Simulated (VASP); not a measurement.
# Ge in VASP: a series of runs, part 2 of 2

VASP 6.6.1. Earlier steps stand in the parts before.

### Step 3. Single point, LDA

Contents of INCAR:

```
SYSTEM = Ge
PREC     = Accurate       ! precision mode
ENCUT    = 520            ! plane-wave cutoff, eV
EDIFF    = 1E-6           ! SCF threshold, eV
ISMEAR   = 0              ! smearing method
SIGMA    = 0.1            ! smearing width, eV
LREAL    = .False.        ! projectors in reciprocal space
LASPH    = .True.         ! aspherical terms in the spheres
NELM     = 60             ! most SCF steps
ALGO     = Normal         ! electronic algorithm
ISIF     = 2              ! what is computed and relaxed
LWAVE    = .False.        ! write WAVECAR
LCHARG   = .False.        ! write CHGCAR
LDIPOL   = .True.       
IDIPOL   = 3            
DIPOL    = 0.5 0.5 0.500
NBANDS   = 21             ! bands
```

Contents of KPOINTS:

```
regular mesh
0
Gamma
  12 12 1
  0 0 0
```

Contents of POSCAR:

```
Ge
1.0
    3.9580000000      0.0000000000      0.0000000000
   -1.9790000000      3.4277285482      0.0000000000
    0.0000000000      0.0000000000     28.0000000000
Ge
2
Direct
    0.3333333333      0.6666666667      0.5153035714
    0.6666666667      0.3333333333      0.4846964286
```

Potentials or basis: VASP PAW LDA potentials, release 64 (Ge_d).

Started as:

```
$ cat potpaw_LDA.64/Ge_d/POTCAR > POTCAR
$ mpirun -np 1 vasp_std > vasp.out
```

OUTCAR:

```text
SYSTEM = Ge
   PREC = Accurate
   ENCUT = 520
   EDIFF = 1E-6
   ISMEAR = 0
   LREAL = .False.
   LASPH = .True.
   NELM = 60
   ISIF = 2

 ion  position               nearest neighbor table
   1  0.333  0.667  0.515-   2 2.44   2 2.44   2 2.44
   2  0.667  0.333  0.485-   1 2.44   1 2.44   1 2.44

  LATTYP: Found a hexagonal cell.
 ALAT       =     3.9580000000
 C/A-ratio  =     7.0742799394

  Lattice vectors:

 A1 = (   3.9580000000,   0.0000000000,   0.0000000000)
 A2 = (  -1.9790000000,   3.4277285482,   0.0000000000)
 A3 = (   0.0000000000,   0.0000000000,  28.0000000000)

Analysis of symmetry for initial positions (statically):
=====================================================================
 Subroutine PRICEL returns:
 Original cell was already a primitive cell.

 Routine SETGRP: Setting up the symmetry group for a
 hexagonal supercell.

 Subroutine GETGRP returns: Found 12 space group operations
 (whereof 12 operations were pure point group operations)
 out of a pool of 24 trial point group operations.

The static configuration has the point symmetry D_3d.

Analysis of symmetry for dynamics (positions and initial velocities):
=====================================================================
 Subroutine PRICEL returns:
 Original cell was already a primitive cell.

 Routine SETGRP: Setting up the symmetry group for a
 hexagonal supercell.

 Subroutine GETGRP returns: Found 12 space group operations
 (whereof 12 operations were pure point group operations)
 out of a pool of 24 trial point group operations.

The dynamic configuration has the point symmetry D_3d.

 Subroutine INISYM returns: Found 12 space group operations
 (whereof 12 operations are pure point group operations),
 and found     1 'primitive' translations

----------------------------------------------------------------------------------------

                                     Primitive cell

  volume of cell :     379.8746

  direct lattice vectors                    reciprocal lattice vectors
     3.958000000  0.000000000  0.000000000     0.252652855  0.145869194  0.000000000
    -1.979000000  3.427728548  0.000000000     0.000000000  0.291738388  0.000000000
     0.000000000  0.000000000 28.000000000     0.000000000  0.000000000  0.035714286

  length of vectors
     3.958000000  3.958000000 28.000000000     0.291738388  0.291738388  0.035714286

  position of ions in fractional coordinates (direct lattice)
     0.333333333  0.666666667  0.515303571
     0.666666667  0.333333333  0.484696429

  ion indices of the primitive-cell ions
   primitive index   ion index
                 1           1
                 2           2

----------------------------------------------------------------------------------------

 KPOINTS: regular mesh

Automatic generation of k-mesh.
 Grid dimensions read from file:
 generate k-points for:   12   12    1

 Generating k-lattice:

  Cartesian coordinates                     Fractional coordinates (reciprocal lattice)
     0.021054405  0.012155766  0.000000000     0.083333333  0.000000000  0.000000000
     0.000000000  0.024311532  0.000000000     0.000000000  0.083333333  0.000000000
     0.000000000  0.000000000  0.035714286     0.000000000  0.000000000  1.000000000

  Length of vectors
     0.024311532  0.024311532  0.035714286

  Shift w.r.t. Gamma in fractional coordinates (k-lattice)
     0.000000000  0.000000000  0.000000000

 Subroutine IBZKPT returns following result:
 ===========================================

 Found     19 irreducible k-points:

 Following reciprocal coordinates:
            Coordinates               Weight
  0.000000  0.000000  0.000000      1.000000
  0.083333  0.000000  0.000000      6.000000
  0.166667 -0.000000  0.000000      6.000000
  0.250000  0.000000  0.000000      6.000000
  0.333333  0.000000  0.000000      6.000000
  0.416667  0.000000  0.000000      6.000000
[... 11 lines left out ...]
  0.333333  0.250000  0.000000     12.000000
  0.333333  0.333333  0.000000      2.000000
   k-points           NKPTS =     19   k-points in BZ     NKDIM =     19   number of bands    NBANDS=     21
   number of dos      NEDOS =    301   number of ions     NIONS =      2
   total plane-waves  NPLWV = 189000
   dimension x,y,z NGX =    30 NGY =   30 NGZ =  210
   dimension x,y,z NGXF=    60 NGYF=   60 NGZF=  420
   ions per type =               2
   NGX,Y,Z   is equivalent  to a cutoff of  12.60, 12.60, 12.47 a.u.
   NGXF,Y,Z  is equivalent  to a cutoff of  25.20, 25.20, 24.94 a.u.
 SYSTEM =  Ge
   PREC   = accura    normal or accurate (medium, high low for compatibility)
   ISTART =      0    job   : 0-new  1-cont  2-samecut
   ICHARG =      2    charge: 1-file 2-atom 10-const
   ISPIN  =      1    spin polarized calculation?
   LNONCOLLINEAR =      F non collinear calculations
   LSORBIT =      F    spin-orbit coupling
   LASPH  =      T    aspherical Exc in radial PAW
   ENCUT  =  520.0 eV  38.22 Ry    6.18 a.u.   7.36  7.36 52.06*2*pi/ulx,y,z
   NELM   =     60;   NELMIN=  2; NELMDL= -5     # of ELM steps
   EDIFF  = 0.1E-05   stopping-criterion for ELM
   LREAL  =      F    real-space projection
   EDIFFG = 0.1E-04   stopping-criterion for IOM
   NSW    =      0    number of steps for IOM
   IBRION =     -1    ionic relax: 0-MD 1-quasi-New 2-CG
   NFREE  =      0    steps in history (QN), initial steepest desc. (CG)
   ISIF   =      2    stress and relaxation
   ISYM   =      2    0-nonsym 1-usesym 2-fastsym
   POTIM  = 0.5000    time-step for ionic-motion
   TEBEG  =    0.0;   TEEND  =   0.0 temperature during run
   PSTRESS=    0.0 pullay stress
   NELECT =      28.0000    total number of electrons
   NUPDOWN=      -1.0000    fix difference up-down
   EMIN   =  10.00;   EMAX   =-10.00  energy-range for DOS
   EFERMI =   0.00;   METHOD = LEGACY
   ISMEAR =     0;   SIGMA  =   0.10  broadening in eV -4-tet -1-fermi 0-gaus
   EFERMI_NEDOS =   21; number of points for ismear=-14 and -15
   IALGO  =     38    algorithm
   IMIX   =      4    mixing-type and parameters
     AMIX     =   0.40;   BMIX     =  1.00
     AMIX_MAG =   1.60;   BMIX_MAG =  1.00
  volume/ion in A,a.u.               =     189.94      1281.76
  Fermi-wavevector in a.u.,A,eV,Ry     =   0.686406  1.297118  6.410419  0.471153
  Thomas-Fermi vector in A             =   1.766625
   LORBIT       =      0    0 simple, 1 ext, 2 COOP (PROOUT), +10 PAW based schemes
   GGA     = CA    functional components
   LHFCALC =     F    Hartree Fock is set to
   AEXX    =    0.0000 exact exchange contribution
   IVDW    =     0    specifies the selected vdW correction
   LEPSILON=     F    determine dielectric tensor
   LRPA    =     F    only Hartree local field effects (RPA)
 non-spin polarized calculation
 Gauss-broadening in eV      SIGMA  =   0.10
  energy-cutoff  :      520.00
  volume of cell :      379.87
 maximum number of plane-waves:     10323
 NGX is ok and might be reduce to    30
   NGX = 15   NGY = 15   NGZ =105

 dipolmoment           0.000000      0.000000      0.000000 electrons x Angstroem

 number of electron      28.0000044 magnetization

 dipolmoment           0.000000      0.000000     -0.000000 electrons x Angstroem

 Free energy of the ion-electron system (eV)
  ---------------------------------------------------
  ext. energy  EPLUGINS =         0.00000000
  ---------------------------------------------------
  free energy    TOTEN  =        -9.05774418 eV

  energy without entropy =       -9.05639908  energy(sigma->0) =       -9.05707163

 E-fermi :  -3.5528     XC(G=0):  -1.7480

 val. band max:       -3.6648505925   @ k =   0.0833   0.0000   0.0000
 cond. band min:      -3.4921465960   @ k =   0.0000   0.0000   0.0000
 fundamental gap:      0.1727039966
 Fermi energy:        -3.5527512170

 k-point     1 :       0.0000    0.0000    0.0000
  band No.  band energies     occupation
      1     -28.0336      2.00000
      2     -28.0336      2.00000
      3     -27.9610      2.00000
      4     -27.9610      2.00000
      5     -27.9357      2.00000
      6     -27.9348      2.00000
[... 430 lines left out ...]
      5     -27.8788      2.00000
      6     -27.8469      2.00000
[... 13 lines left out ...]
     20       3.7395      0.00000
     21       3.7395      0.00000

------------------------ aborting loop because EDIFF is reached ----------------------------------------

 vacuum level on the upper side and lower side of the slab       (xc-potential included)        -0.007        -0.007

  FORCE on cell =-STRESS in cart. coord.  units (eV):
  Direction    XX          YY          ZZ          XY          YZ          ZX
  --------------------------------------------------------------------------------------
  -------------------------------------------------------------------------------------
  Total       -0.7551787     -0.7551787     -0.7874369      0.0000000      0.0000000     -0.0000000
  in kB       -3.1850781     -3.1850781     -3.3211319      0.0000000      0.0000000     -0.0000000
  external PRESSURE =      -3.2304294 kB  Pullay stress =       0.0000000 kB

 VOLUME and BASIS-vectors are now :
 -----------------------------------------------------------------------------
  energy-cutoff  :      520.00
  volume of cell :      379.87
      direct lattice vectors                 reciprocal lattice vectors
     3.958000000  0.000000000  0.000000000     0.252652855  0.145869194  0.000000000
    -1.979000000  3.427728548  0.000000000     0.000000000  0.291738388  0.000000000
     0.000000000  0.000000000 28.000000000     0.000000000  0.000000000  0.035714286

 POSITION                                       TOTAL-FORCE (eV/Angst)
 -----------------------------------------------------------------------------------
     -0.00000      2.28515     14.42850         0.000000      0.000000     -0.906715
      1.97900      1.14258     13.57150        -0.000000      0.000000      0.906715
 -----------------------------------------------------------------------------------
    total drift:                                0.000000     -0.000000     -0.000000

  FREE ENERGIE OF THE ION-ELECTRON SYSTEM (eV)
  ---------------------------------------------------
  free  energy   TOTEN  =        -9.0577441755 eV

  energy  without entropy=       -9.0563990781  energy(sigma->0) =       -9.05707163

 vacuum level on the upper side and lower side of the slab         1.056         1.056
```

Wall time 4.1 min (1 thread of Intel Xeon 6975P-C, shared host); peak memory 0.4 GiB.

What came out:

| Property | Result |
| --- | --- |
| Free energy | -9.0577 eV |
| Largest force | 0.907 eV/Å |
| Band gap on the k mesh | zero (band 14 reaches -3.49 eV, above the bottom of band 15 at -3.71 eV) |

Forces in eV/Å, atoms in the order of the input:
```
Ge   0.000  0.000 -0.907
Ge   0.000  0.000  0.907
```

### Step 4. Single point, LDA

This run uses another cell than the first one, of 196.13 Å³/atom, 1.033 times its volume.

Changes to INCAR since step 3:

```diff
@@ -3,3 +3,3 @@
 ENCUT    = 520            ! plane-wave cutoff, eV
-EDIFF    = 1E-6           ! SCF threshold, eV
+EDIFF    = 1E-7           ! SCF threshold, eV
 ISMEAR   = 0              ! smearing method
@@ -16,2 +16,3 @@
 DIPOL    = 0.5 0.5 0.500
+GGA      = CA             ! functional
 NBANDS   = 21             ! bands
```

Contents of KPOINTS:

```
Automatic mesh
0
Gamma
  12 12 1
  0 0 0
```

Contents of POSCAR:

```
Ge
1.0
    4.0220000000      0.0000000000      0.0000000000
   -2.0110000000      3.4831541740      0.0000000000
    0.0000000000      0.0000000000     28.0000000000
Ge
2
Direct
    0.3333333333      0.6666666667      0.5178571429
    0.6666666667      0.3333333333      0.4821428571
```

Started as:

```
$ cat potpaw_LDA.64/Ge_d/POTCAR > POTCAR
$ mpirun -np 1 vasp_std > vasp.out
```

Wall time 5.7 min (1 thread of AMD EPYC 7R43 (Zen 3), shared host); peak memory 0.37 GiB.

It converged, with:

```
Free energy            : -8.8331 eV
Largest force          : 1.533 eV/Å
Band gap on the k mesh : zero (band 14 reaches -3.25 eV, above the bottom of band 15 at -3.83 eV)
```

Forces in eV/Å, atoms in the order of the input:
```
Ge   0.000  0.000 -1.533
Ge   0.000  0.000  1.533
```

Levels at points of the mesh, in eV from the Fermi level:
```tsv
k point	band 11	band 12	band 13	band 14	band 15	band 16	band 17	band 18
(0.00, 0.00, 0.00)	-10.84	-4.31	0.19	0.19	1.24	1.38	3.98	3.98
(0.50, 0.00, 0.00)	-8.84	-7.07	-1.58	-1.34	0.16	2.07	4.61	5.97
```

### Step 5. Single point, LDA

This run uses another cell than the first one, of 202.32 Å³/atom, 1.065 times its volume.

Contents of INCAR:

```
PREC = Accurate
ENCUT = 520
EDIFF = 1E-6
ISMEAR = 0
SIGMA = 0.1
LREAL = F
LASPH = T
NELM = 100
ALGO = Normal
ISIF = 2
LWAVE = F
LCHARG = F
LDIPOL = T
IDIPOL = 3
DIPOL = 0.5 0.5 0.500
NBANDS = 21
```

Contents of KPOINTS:

```
Automatic mesh
0
Gamma
  12 12 1
```

Contents of POSCAR:

```
Ge
1.0
    4.0850000000      0.0000000000      0.0000000000
   -2.0425000000      3.5377137745      0.0000000000
    0.0000000000      0.0000000000     28.0000000000
Ge
2
Direct
    0.3333333333      0.6666666667      0.5051071429
    0.6666666667      0.3333333333      0.4948928571
```

Started as:

```
$ cat potpaw_LDA.64/Ge_d/POTCAR > POTCAR
$ mpirun -np 1 vasp_std > vasp.out
```

Run time: 3.8 min. Hardware: 1 thread of AMD EPYC 7R43 (Zen 3), shared host; peak memory 0.37 GiB.

Results (log left out):

```
Free energy            : -9.0008 eV
Largest force          : 0.438 eV/Å
Band gap on the k mesh : zero (band 14 reaches -3.57 eV, above the bottom of band 15 at -4.71 eV)
```

Forces in eV/Å, atoms in the order of the input:
```
Ge   0.000  0.000  0.438
Ge   0.000  0.000 -0.438
```

Levels at points of the mesh, in eV from the Fermi level:
```csv
k point,band 10,band 11,band 12,band 13,band 14,band 15,band 16,band 17,band 18,band 19
"(0.00, 0.00, 0.00)",-24.93,-11.89,-3.03,-1.39,-1.39,-1.03,3.07,3.29,3.29,4.49
"(0.50, 0.00, 0.00)",-24.84,-9.91,-8.07,-2.87,-0.94,0.57,0.88,5.90,6.37,6.82
```

### Step 6. Overview

```tsv
cell	gap on the mesh (eV)	largest force (eV/Å)
a = 3.958, b = 3.958, c = 28.000 Å, angles 90.0, 90.0, 120.0°, 2 atoms	none	0.91
a = 4.022, b = 4.022, c = 28.000 Å, angles 90.0, 90.0, 120.0°, 2 atoms	none	1.53
a = 4.085, b = 4.085, c = 28.000 Å, angles 90.0, 90.0, 120.0°, 2 atoms	none	0.44
```

Some of these runs hold the atoms at other places in the same cell, which the table doesn't show; runs alike in all that it shows share one row.

Alike in all rows: task single point; level LDA; potentials or basis VASP PAW LDA potentials, release 64 (Ge_d); no spin polarisation; k mesh 12 × 12 × 1; cutoff (eV) 520; smearing gaussian 0.1 eV.

Total energies depend on the potentials used, so only differences within one code and one set of settings carry meaning.
